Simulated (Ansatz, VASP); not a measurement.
## Hf: VASP beside Ansatz

The input INCAR:

```
SYSTEM = Hf
ALGO = Normal
EDIFF = 1E-6
ENCUT = 520
GGA = PE
ISIF = 2
ISMEAR = -1
LASPH = .TRUE.
LCHARG = .TRUE.
LELF = .TRUE.
LREAL = .FALSE.
LVHAR = .TRUE.
LWAVE = .FALSE.
NBANDS = 11
NELM = 100
PREC = Accurate
SIGMA = 0.1
```

The input KPOINTS:

```
k-points
0
G
  16 16 16
  0 0 0
```

POSCAR

```
Hf
1.0
    0.0000000000      1.7193242721      1.7193242721
    1.7193242721      0.0000000000      1.7193242721
    1.7193242721      1.7193242721      0.0000000000
Hf
1
Direct
    0.0000000000      0.0000000000      0.0000000000
```

Input for Ansatz:

```yaml
crystal:
  lattice:
    - [0.0, 1.7193242721, 1.7193242721]
    - [1.7193242721, 0.0, 1.7193242721]
    - [1.7193242721, 1.7193242721, 0.0]
  atoms:
    - { symbol: Hf, position: [0.0, 0.0, 0.0] }
kpoints:
  mp_grid: { grid: [16, 16, 16] }
scf:
  occupations: { method: fermi_dirac, width: 0.1 }
hamiltonian:
  xc: pbe
  pseudopotentials: { kind: all_electron, datasets: crystal }
output:
  forces: true
  stress: true
  eigenvalues: true
```

Change from the starting cell: volume scaled by 0.45, crystal datasets.

Alike in both runs: task single point; functional PBE; k mesh 16 × 16 × 16; occupations fermi-dirac, width 0.1 eV; no spin polarisation.

|  | VASP | Ansatz |
| --- | --- | --- |
| version | VASP 6.6.1 | Ansatz 0.2.0 |
| potentials or method | VASP PAW PBE potentials, release 64 (Hf_pv), cutoff 520 eV | all-electron PAW with datasets made for the crystal, scalar-relativistic |

Ansatz gave:

| Item | Value |
| --- | --- |
| pressure (GPa) | 335.6 |

**Question.** Estimate VASP's values.

**Answer.** Pressure (GPa): 327.9.

Both programs put the cell under a high pressure, so it lies far from rest at this level. Ansatz ran all-electron here, and VASP with PAW potentials.

Spin-orbit coupling is off throughout. Noted on VASP's run: the cell as given lies far from equilibrium.
